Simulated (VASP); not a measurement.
A run of VASP 6.6.1 is set up as follows.

INCAR

```
SYSTEM = Al
PREC = Accurate ; ENCUT = 520
EDIFF = 1E-7 ; ISMEAR = -1
SIGMA = 0.08 ; LREAL = .FALSE.
LASPH = .TRUE. ; NELM = 60
ALGO = Normal ; ISIF = 2
LWAVE = .FALSE. ; LCHARG = .TRUE.
GGA = PE ; LELF = .TRUE.
LVHAR = .TRUE. ; NBANDS = 8
```

KPOINTS

```
regular mesh
0
G
  18 18 18
  0 0 0
```

The input POSCAR:

```
Al
1.0
    0.0000000000      1.8705071467      1.8705071467
    1.8705071467      0.0000000000      1.8705071467
    1.8705071467      1.8705071467      0.0000000000
Al
1
Direct
    0.0000000000      0.0000000000      0.0000000000
```

Potentials or basis: VASP PAW PBE potentials, release 64 (Al).

Command:

```sh
$ cat potpaw_PBE.64/Al/POTCAR > POTCAR
$ mpirun -np 1 vasp_std > vasp.out
```

Problem. Estimate the pressure.

Solution. 30.1 GPa.
